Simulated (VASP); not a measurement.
# BAs (F-43m) in VASP: notebook

Runs on BAs. Level: PBE. Tasks: single point.

Everything below comes from runs of VASP 6.6.1. Logs are shortened: lines on timing, memory, paths and dates and some standing lists are left out, and cuts for length are marked.

## (1) The cell of the first run

Symmetry: F-43m, No. 216, cubic system. The conventional cell has a = 4.840 Å, b = 4.840 Å, c = 4.840 Å, α = 90.00°, β = 90.00°, γ = 90.00°. Within 2.8 Å of B (site symmetry -43m) lie 4 As at 2.10 Å. As (site symmetry -43m) has 4 B at 2.10 Å within 2.8 Å.

## (2) Single point, PBE

INCAR reads:

```
PREC = Accurate
ENCUT = 520
EDIFF = 1E-6
ISMEAR = 0
SIGMA = 0.01
LREAL = False
LASPH = True
NELM = 100
ALGO = Normal
ISIF = 2
LWAVE = False
LCHARG = False
GGA = PE
NBANDS = 11
```

KPOINTS reads:

```
Automatic mesh
0
Gamma
  7 7 7
```

POSCAR reads:

```
BAs
1.0
    0.0000000000      2.4199312360      2.4199312360
    2.4199312360      0.0000000000      2.4199312360
    2.4199312360      2.4199312360      0.0000000000
B As
1 1
Direct
    0.0000000000      0.0000000000      0.0000000000
    0.2500000000      0.2500000000      0.2500000000
```

Potentials or basis: VASP PAW PBE potentials, release 64 (B, As).

Run with:

```sh
$ cat potpaw_PBE.64/B/POTCAR potpaw_PBE.64/As/POTCAR > POTCAR
$ mpirun -np 1 vasp_std > vasp.out
```

OUTCAR:

```text
PREC = Accurate
   ENCUT = 520
   EDIFF = 1E-6
   ISMEAR = 0
   LREAL = False
   LASPH = True
   NELM = 100
   ISIF = 2
   GGA = PE

 ion  position               nearest neighbor table
   1  0.000  0.000  0.000-   2 2.10   2 2.10   2 2.10   2 2.10
   2  0.250  0.250  0.250-   1 2.10   1 2.10   1 2.10   1 2.10

  LATTYP: Found a face centered cubic cell.
 ALAT       =     4.8398624720

  Lattice vectors:

 A1 = (   0.0000000000,   2.4199312360,   2.4199312360)
 A2 = (   2.4199312360,   0.0000000000,   2.4199312360)
 A3 = (   2.4199312360,   2.4199312360,   0.0000000000)

Analysis of symmetry for initial positions (statically):
=====================================================================
 Subroutine PRICEL returns:
 Original cell was already a primitive cell.

 Routine SETGRP: Setting up the symmetry group for a
 face centered cubic supercell.

 Subroutine GETGRP returns: Found 24 space group operations
 (whereof 24 operations were pure point group operations)
 out of a pool of 48 trial point group operations.

The static configuration has the point symmetry T_d .

Analysis of symmetry for dynamics (positions and initial velocities):
=====================================================================
 Subroutine PRICEL returns:
 Original cell was already a primitive cell.

 Routine SETGRP: Setting up the symmetry group for a
 face centered cubic supercell.

 Subroutine GETGRP returns: Found 24 space group operations
 (whereof 24 operations were pure point group operations)
 out of a pool of 48 trial point group operations.

The dynamic configuration has the point symmetry T_d .

 Subroutine INISYM returns: Found 24 space group operations
 (whereof 24 operations are pure point group operations),
 and found     1 'primitive' translations

----------------------------------------------------------------------------------------

                                     Primitive cell

  volume of cell :      28.3426

  direct lattice vectors                    reciprocal lattice vectors
     0.000000000  2.419931236  2.419931236    -0.206617441  0.206617441  0.206617441
     2.419931236  0.000000000  2.419931236     0.206617441 -0.206617441  0.206617441
     2.419931236  2.419931236  0.000000000     0.206617441  0.206617441 -0.206617441

  length of vectors
     3.422299574  3.422299574  3.422299574     0.357871906  0.357871906  0.357871906

  position of ions in fractional coordinates (direct lattice)
     0.000000000  0.000000000  0.000000000
     0.250000000  0.250000000  0.250000000

  ion indices of the primitive-cell ions
   primitive index   ion index
                 1           1
                 2           2

----------------------------------------------------------------------------------------

 KPOINTS: Automatic mesh

Automatic generation of k-mesh.
 Grid dimensions read from file:
 generate k-points for:    7    7    7

 Generating k-lattice:

  Cartesian coordinates                     Fractional coordinates (reciprocal lattice)
    -0.029516777  0.029516777  0.029516777     0.142857143  0.000000000  0.000000000
     0.029516777 -0.029516777  0.029516777     0.000000000  0.142857143  0.000000000
     0.029516777  0.029516777 -0.029516777     0.000000000  0.000000000  0.142857143

  Length of vectors
     0.051124558  0.051124558  0.051124558

  Shift w.r.t. Gamma in fractional coordinates (k-lattice)
     0.000000000  0.000000000  0.000000000

 Subroutine IBZKPT returns following result:
 ===========================================

 Found     20 irreducible k-points:

 Following reciprocal coordinates:
            Coordinates               Weight
  0.000000  0.000000  0.000000      1.000000
  0.142857  0.000000  0.000000      8.000000
  0.285714  0.000000  0.000000      8.000000
  0.428571  0.000000  0.000000      8.000000
  0.142857  0.142857  0.000000      6.000000
  0.285714  0.142857  0.000000     24.000000
[... 12 lines left out ...]
 -0.428571  0.428571  0.142857     24.000000
 -0.285714  0.428571  0.142857     24.000000
   k-points           NKPTS =     20   k-points in BZ     NKDIM =     20   number of bands    NBANDS=     11
   number of dos      NEDOS =    301   number of ions     NIONS =      2
   total plane-waves  NPLWV =  21952
   dimension x,y,z NGX =    28 NGY =   28 NGZ =   28
   dimension x,y,z NGXF=    56 NGYF=   56 NGZF=   56
   ions per type =               1   1
   NGX,Y,Z   is equivalent  to a cutoff of  13.60, 13.60, 13.60 a.u.
   NGXF,Y,Z  is equivalent  to a cutoff of  27.20, 27.20, 27.20 a.u.
 SYSTEM =  unknown system
   PREC   = accura    normal or accurate (medium, high low for compatibility)
   ISTART =      0    job   : 0-new  1-cont  2-samecut
   ICHARG =      2    charge: 1-file 2-atom 10-const
   ISPIN  =      1    spin polarized calculation?
   LNONCOLLINEAR =      F non collinear calculations
   LSORBIT =      F    spin-orbit coupling
   LASPH  =      T    aspherical Exc in radial PAW
   ENCUT  =  520.0 eV  38.22 Ry    6.18 a.u.   6.36  6.36  6.36*2*pi/ulx,y,z
   NELM   =    100;   NELMIN=  2; NELMDL= -5     # of ELM steps
   EDIFF  = 0.1E-05   stopping-criterion for ELM
   LREAL  =      F    real-space projection
   EDIFFG = 0.1E-04   stopping-criterion for IOM
   NSW    =      0    number of steps for IOM
   IBRION =     -1    ionic relax: 0-MD 1-quasi-New 2-CG
   NFREE  =      0    steps in history (QN), initial steepest desc. (CG)
   ISIF   =      2    stress and relaxation
   ISYM   =      2    0-nonsym 1-usesym 2-fastsym
   POTIM  = 0.5000    time-step for ionic-motion
   TEBEG  =    0.0;   TEEND  =   0.0 temperature during run
   PSTRESS=    0.0 pullay stress
   NELECT =       8.0000    total number of electrons
   NUPDOWN=      -1.0000    fix difference up-down
   EMIN   =  10.00;   EMAX   =-10.00  energy-range for DOS
   EFERMI =   0.00;   METHOD = LEGACY
   ISMEAR =     0;   SIGMA  =   0.01  broadening in eV -4-tet -1-fermi 0-gaus
   EFERMI_NEDOS =   21; number of points for ismear=-14 and -15
   IALGO  =     38    algorithm
   IMIX   =      4    mixing-type and parameters
     AMIX     =   0.40;   BMIX     =  1.00
     AMIX_MAG =   1.60;   BMIX_MAG =  1.00
  volume/ion in A,a.u.               =      14.17        95.63
  Fermi-wavevector in a.u.,A,eV,Ry     =   1.073887  2.029352 15.690683  1.153233
  Thomas-Fermi vector in A             =   2.209699
   LORBIT       =      0    0 simple, 1 ext, 2 COOP (PROOUT), +10 PAW based schemes
   GGA     = PE    functional components
   LHFCALC =     F    Hartree Fock is set to
   AEXX    =    0.0000 exact exchange contribution
   IVDW    =     0    specifies the selected vdW correction
   LEPSILON=     F    determine dielectric tensor
   LRPA    =     F    only Hartree local field effects (RPA)
 non-spin polarized calculation
 Gauss-broadening in eV      SIGMA  =   0.01
  energy-cutoff  :      520.00
  volume of cell :       28.34
 maximum number of plane-waves:       771
 NGX is ok and might be reduce to    28
   NGX = 13   NGY = 13   NGZ = 13

 number of electron       8.0000000 magnetization

 Free energy of the ion-electron system (eV)
  ---------------------------------------------------
  ext. energy  EPLUGINS =         0.00000000
  ---------------------------------------------------
  free energy    TOTEN  =       -11.40490625 eV

  energy without entropy =      -11.40490625  energy(sigma->0) =      -11.40490625

 E-fermi :   5.7801     XC(G=0): -10.4138

 val. band max:        5.7029475816   @ k =   0.0000   0.0000   0.0000
 cond. band min:       6.9403177062   @ k =   0.4286   0.4286   0.0000
 fundamental gap:      1.2373701246
 Fermi energy:         5.7800870438

 k-point     1 :       0.0000    0.0000    0.0000
  band No.  band energies     occupation
      1      -9.3472      2.00000
      2       5.7029      2.00000
      3       5.7029      2.00000
      4       5.7029      2.00000
      5       8.9303      0.00000
      6       8.9303      0.00000
      7       8.9303      0.00000
      8       9.8969      0.00000
      9      15.0993      0.00000
     10      18.4952      0.00000
     11      18.4952      0.00000

 k-point     2 :       0.1429    0.0000    0.0000
  band No.  band energies     occupation
      1      -9.0255      2.00000
      2       3.3615      2.00000
      3       5.1846      2.00000
      4       5.1846      2.00000
      5       8.8901      0.00000
      6       9.6130      0.00000
      7       9.6130      0.00000
      8      11.6007      0.00000
      9      16.2208      0.00000
     10      17.0617      0.00000
     11      17.0617      0.00000

 k-point     3 :       0.2857    0.0000    0.0000
  band No.  band energies     occupation
      1      -8.1050      2.00000
      2       0.1078      2.00000
      3       4.4319      2.00000
      4       4.4319      2.00000
      5       8.4629      0.00000
      6      10.3854      0.00000
      7      10.3854      0.00000
      8      13.7735      0.00000
      9      16.8061      0.00000
     10      17.0544      0.00000
     11      17.0544      0.00000

 k-point     4 :       0.4286    0.0000    0.0000
  band No.  band energies     occupation
      1      -6.8950      2.00000
      2      -2.3650      2.00000
      3       4.0027      2.00000
      4       4.0027      2.00000
      5       8.2025      0.00000
      6      10.4536      0.00000
      7      10.4536      0.00000
      8      14.4772      0.00000
      9      17.7501      0.00000
     10      19.1386      0.00000
     11      19.1386      0.00000

 k-point     5 :       0.1429    0.1429    0.0000
  band No.  band energies     occupation
      1      -8.9174      2.00000
      2       3.8777      2.00000
      3       4.3661      2.00000
      4       4.3661      2.00000
      5       8.1220      0.00000
      6      10.7296      0.00000
      7      10.7296      0.00000
      8      11.0366      0.00000
      9      15.4495      0.00000
     10      16.7034      0.00000
     11      18.9714      0.00000
[... 155 lines left out ...]
 k-point    17 :       0.4286    0.2857    0.1429
  band No.  band energies     occupation
      1      -7.3072      2.00000
      2      -0.1129      2.00000
      3       1.6156      2.00000
      4       3.2778      2.00000
      5       9.0807      0.00000
      6      10.7693      0.00000
      7      11.4389      0.00000
      8      13.4512      0.00000
      9      16.6254      0.00000
     10      19.0951      0.00000
     11      20.3832      0.00000

 k-point    18 :      -0.4286    0.2857    0.1429
  band No.  band energies     occupation
      1      -6.1715      2.00000
      2      -1.8800      2.00000
      3       0.9431      2.00000
      4       2.5585      2.00000
      5       9.6972      0.00000
      6      10.6439      0.00000
      7      12.5219      0.00000
      8      14.3037      0.00000
      9      16.2852      0.00000
     10      19.2057      0.00000
     11      21.2606      0.00000

 k-point    19 :      -0.4286    0.4286    0.1429
  band No.  band energies     occupation
      1      -5.6876      2.00000
      2      -1.9427      2.00000
      3       0.9274      2.00000
      4       1.4430      2.00000
      5       8.8252      0.00000
      6       9.4182      0.00000
      7      13.5617      0.00000
      8      15.6714      0.00000
      9      17.3613      0.00000
     10      20.4927      0.00000
     11      21.8155      0.00000

 k-point    20 :      -0.2857    0.4286    0.1429
  band No.  band energies     occupation
      1      -5.3848      2.00000
      2      -2.1307      2.00000
      3       0.0779      2.00000
      4       1.5774      2.00000
      5       9.5003      0.00000
      6      11.8931      0.00000
      7      12.7825      0.00000
      8      13.5584      0.00000
      9      16.8342      0.00000
     10      19.7104      0.00000
     11      21.7058      0.00000

------------------------ aborting loop because EDIFF is reached ----------------------------------------

  FORCE on cell =-STRESS in cart. coord.  units (eV):
  Direction    XX          YY          ZZ          XY          YZ          ZX
  --------------------------------------------------------------------------------------
  -------------------------------------------------------------------------------------
  Total       -0.3296888     -0.3296888     -0.3296888      0.0000000      0.0000000      0.0000000
  in kB      -18.6369849    -18.6369849    -18.6369849      0.0000000      0.0000000      0.0000000
  external PRESSURE =     -18.6369849 kB  Pullay stress =       0.0000000 kB

 VOLUME and BASIS-vectors are now :
 -----------------------------------------------------------------------------
  energy-cutoff  :      520.00
  volume of cell :       28.34
      direct lattice vectors                 reciprocal lattice vectors
     0.000000000  2.419931236  2.419931236    -0.206617441  0.206617441  0.206617441
     2.419931236  0.000000000  2.419931236     0.206617441 -0.206617441  0.206617441
     2.419931236  2.419931236  0.000000000     0.206617441  0.206617441 -0.206617441

 POSITION                                       TOTAL-FORCE (eV/Angst)
 -----------------------------------------------------------------------------------
      0.00000      0.00000      0.00000        -0.000000     -0.000000      0.000000
      1.20997      1.20997      1.20997         0.000000      0.000000     -0.000000
 -----------------------------------------------------------------------------------
    total drift:                               -0.000000     -0.000000     -0.000000

  FREE ENERGIE OF THE ION-ELECTRON SYSTEM (eV)
  ---------------------------------------------------
  free  energy   TOTEN  =       -11.4049062548 eV

  energy  without entropy=      -11.4049062548  energy(sigma->0) =      -11.40490625
```

It took 6 s on 1 thread of AMD EPYC 7R13 (Zen 3), shared host; peak memory 0.12 GiB.

What came out:

```
Free energy            : -11.4049 eV
Pressure               : -1.9 GPa
Band gap on the k mesh : 1.24 eV, indirect (least direct gap 3.23 eV)
```

A k mesh can miss the band edges. As with any semilocal functional, this PBE gap is likely too small.

## (3) Single point, PBE

This run uses another cell than the first one, of 14.72 Å³/atom, 1.038 times its volume.

INCAR reads:

```
ALGO = Normal
EDIFF = 1E-6
ENCUT = 520
GGA = PE
ISIF = 2
ISMEAR = 0
LASPH = True
LCHARG = True
LELF = True
LREAL = False
LVHAR = True
LWAVE = False
NBANDS = 11
NELM = 60
PREC = Accurate
SIGMA = 0.01
```

KPOINTS reads:

```
k-points
0
Gamma
  7 7 7
```

POSCAR reads:

```
BAs
1.0
    0.0000000000      2.4505665292      2.4505665292
    2.4505665292      0.0000000000      2.4505665292
    2.4505665292      2.4505665292      0.0000000000
B As
1 1
Direct
    0.0000000000      0.0000000000      0.0000000000
    0.2500000000      0.2500000000      0.2500000000
```

Potentials or basis: VASP PAW PBE potentials, release 64 (B, As).

Run with:

```sh
$ cat potpaw_PBE.64/B/POTCAR potpaw_PBE.64/As/POTCAR > POTCAR
$ mpirun -np 1 vasp_std > vasp.out
```

Run time: 7 s. Hardware: 1 thread of AMD EPYC 7R13 (Zen 3), shared host; peak memory 0.12 GiB.

The run converged. Its results:

| Quantity | Value |
| --- | --- |
| Free energy | -11.3772 eV |
| Pressure | -6.2 GPa |
| Band gap on the k mesh | 1.28 eV, indirect (least direct gap 3.18 eV) |

Levels at points of the mesh, in eV from the valence-band top:
```tsv
k point	band 1	band 2	band 3	band 4	band 5	band 6	band 7	band 8	band 9
(0.00, 0.00, 0.00)	-14.72	0.00	0.00	0.00	3.18	3.18	3.18	3.73	9.23
```
